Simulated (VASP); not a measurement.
# Ti6H in VASP: further runs, part 2 of 2

VASP 6.6.1. The steps go on from the part before.

## 6. Single point, PBE

INCAR

```
ALGO = Normal
DIPOL = 0.5 0.5 0.321
EDIFF = 1E-7
ENCUT = 520
GGA = PE
IDIPOL = 3
ISIF = 2
ISMEAR = 0
LASPH = True
LCHARG = True
LDIPOL = True
LELF = True
LREAL = False
LVACPOTAV = True
LVHAR = True
LWAVE = False
NBANDS = 86
NELM = 80
PREC = Accurate
SIGMA = 0.1
```

KPOINTS

```
k-points
0
Gamma
  5 6 1
```

POSCAR

```
Ti6H
1.0
    5.6639455763      0.0000000000      0.0000000000
    0.0000000000      4.5793473381      0.0000000000
    0.0000000000      0.0000000000     24.5506933039
Ti H
12 2
Direct
    0.2500000000      0.0000000000      0.1629281891
    0.7500000000      0.0000000000      0.1629281891
    0.0000000000      0.5000000000      0.2167736627
    0.5000000000      0.5000000000      0.2167736627
    0.2500000000      0.0000000000      0.2706191363
    0.7500000000      0.0000000000      0.2706191363
    0.2500000000      0.5000000000      0.3256599435
    0.7500000000      0.5000000000      0.3256599435
    0.0000000000      0.0000000000      0.3779650127
    0.5000000000      0.0000000000      0.3779650127
    0.2500000000      0.5000000000      0.4297513383
    0.7500000000      0.5000000000      0.4297513383
   -0.2339358636      0.0000000000      0.4611150147
    0.2339358636      0.0000000000      0.4611150147
```

Potentials or basis: VASP PAW PBE potentials, release 64 (Ti_sv, H).

Command:

```console
cat potpaw_PBE.64/Ti_sv/POTCAR potpaw_PBE.64/H/POTCAR > POTCAR
mpirun -np 1 vasp_std > vasp.out
```

OUTCAR:

```text
EDIFF = 1E-7
   ENCUT = 520
   GGA = PE
   ISIF = 2
   ISMEAR = 0
   LASPH = True
   LREAL = False
   NELM = 80
   PREC = Accurate

 ion  position               nearest neighbor table
   1  0.250  0.000  0.163-   5 2.64   2 2.83   2 2.83
   2  0.750  0.000  0.163-   6 2.64   1 2.83   1 2.83
   3  0.000  0.500  0.217-   4 2.83   4 2.83
   4  0.500  0.500  0.217-   3 2.83   3 2.83
   5  0.250  0.000  0.271-   1 2.64   7 2.66   7 2.66   6 2.83   6 2.83
   6  0.750  0.000  0.271-   2 2.64   8 2.66   8 2.66   5 2.83   5 2.83
   7  0.250  0.500  0.326-  11 2.56   5 2.66   5 2.66   8 2.83   8 2.83
   8  0.750  0.500  0.326-  12 2.56   6 2.66   6 2.66   7 2.83   7 2.83
   9  0.000  0.000  0.378-  10 2.83  10 2.83
  10  0.500  0.000  0.378-   9 2.83   9 2.83
  11  0.250  0.500  0.430-   7 2.56  12 2.83  12 2.83
  12  0.750  0.500  0.430-   8 2.56  11 2.83  11 2.83
  13  0.766  0.000  0.461-
  14  0.234  0.000  0.461-

  LATTYP: Found a simple orthorhombic cell.
 ALAT       =     4.5793473381
 B/A-ratio  =     1.2368455935
 C/A-ratio  =     5.3611773668
[... 1262 lines left out ...]

  FORCE on cell =-STRESS in cart. coord.  units (eV):
  Direction    XX          YY          ZZ          XY          YZ          ZX
  --------------------------------------------------------------------------------------
  -------------------------------------------------------------------------------------
  Total       -6.1243867    -13.0859955     -7.2324978      0.0000000      0.0000000      0.0000000
  in kB      -15.4094370    -32.9253901    -18.1975312      0.0000000      0.0000000      0.0000000
  external PRESSURE =     -22.1774528 kB  Pullay stress =       0.0000000 kB

 VOLUME and BASIS-vectors are now :
 -----------------------------------------------------------------------------
  energy-cutoff  :      520.00
  volume of cell :      636.78
      direct lattice vectors                 reciprocal lattice vectors
     5.663945576  0.000000000  0.000000000     0.176555369  0.000000000  0.000000000
     0.000000000  4.579347338  0.000000000     0.000000000  0.218371730  0.000000000
     0.000000000  0.000000000 24.550693304     0.000000000  0.000000000  0.040732047

 POSITION                                       TOTAL-FORCE (eV/Angst)
 -----------------------------------------------------------------------------------
      1.41599      0.00000      4.00000        -0.001592      0.000000      0.459469
      4.24796      0.00000      4.00000         0.001592     -0.000000      0.459469
      0.00000      2.28967      5.32194         0.000000     -0.000000     -0.070442
      2.83197      2.28967      5.32194         0.000000     -0.000000     -0.074750
      1.41599      0.00000      6.64389         0.004199      0.000000     -0.381274
      4.24796      0.00000      6.64389        -0.004199     -0.000000     -0.381274
      1.41599      2.28967      7.99518        -0.001041     -0.000000      0.053134
      4.24796      2.28967      7.99518         0.001041     -0.000000      0.053134
      0.00000      0.00000      9.27930         0.000000     -0.000000      1.081085
      2.83197      0.00000      9.27930         0.000000     -0.000000      0.853777
      1.41599      2.28967     10.55069         0.002469      0.000000      0.355342
      4.24796      2.28967     10.55069        -0.002469     -0.000000      0.355342
      4.33895      0.00000     11.32069        -0.101675     -0.000000     -1.381505
      1.32500      0.00000     11.32069         0.101675     -0.000000     -1.381505
 -----------------------------------------------------------------------------------
    total drift:                                0.000000      0.000000     -0.000066

  FREE ENERGIE OF THE ION-ELECTRON SYSTEM (eV)
  ---------------------------------------------------
  free  energy   TOTEN  =       -94.1164835455 eV

  energy  without entropy=      -94.0072441820  energy(sigma->0) =      -94.06186386

 vacuum level on the upper side and lower side of the slab         3.937         3.980
```

OSZICAR:

```text
N       E                     dE             d eps       ncg     rms          rms(c)
DAV:   1     0.183885455320E+04    0.18389E+04   -0.79051E+04  2432   0.168E+03
DAV:   2     0.162495559903E+03   -0.16764E+04   -0.16478E+04  2114   0.545E+02
DAV:   3    -0.581624813097E+02   -0.22066E+03   -0.21458E+03  3320   0.174E+02
[... 36 lines left out ...]
DAV:  40    -0.941164823340E+02   -0.21545E-05   -0.88255E-08  1538   0.110E-03    0.486E-04
DAV:  41    -0.941164831081E+02   -0.77410E-06   -0.33544E-08  1402   0.820E-04    0.529E-04
DAV:  42    -0.941164833644E+02   -0.25632E-06   -0.14565E-08  1322   0.597E-04    0.314E-04
DAV:  43    -0.941164835003E+02   -0.13588E-06   -0.16660E-08  1336   0.694E-04    0.130E-04
DAV:  44    -0.941164835455E+02   -0.45176E-07   -0.10173E-08  1284   0.396E-04
   1 F= -.94116484E+02 E0= -.94061864E+02  d E =-.109239E+00
```

Run time: 53 min. Hardware: 1 thread of Intel Xeon Platinum 8259CL at 2.50GHz (Skylake/Cascade Lake), shared host; peak memory 0.88 GiB.

Results:

| Quantity | Value |
| --- | --- |
| Free energy | -94.1165 eV |
| Largest force | 1.385 eV/Å |
| Band gap on the k mesh | zero (band 73 reaches 0.66 eV, above the bottom of band 74 at 0.48 eV) |

Forces in eV/Å, atoms in the order of the input:
```
Ti  -0.002  0.000  0.459
Ti   0.002  0.000  0.459
Ti   0.000  0.000 -0.070
Ti   0.000  0.000 -0.075
Ti   0.004  0.000 -0.381
Ti  -0.004  0.000 -0.381
Ti  -0.001  0.000  0.053
Ti   0.001  0.000  0.053
Ti   0.000  0.000  1.081
Ti   0.000  0.000  0.854
Ti   0.002  0.000  0.355
Ti  -0.002  0.000  0.355
H   -0.102  0.000 -1.382
H    0.102  0.000 -1.382
```
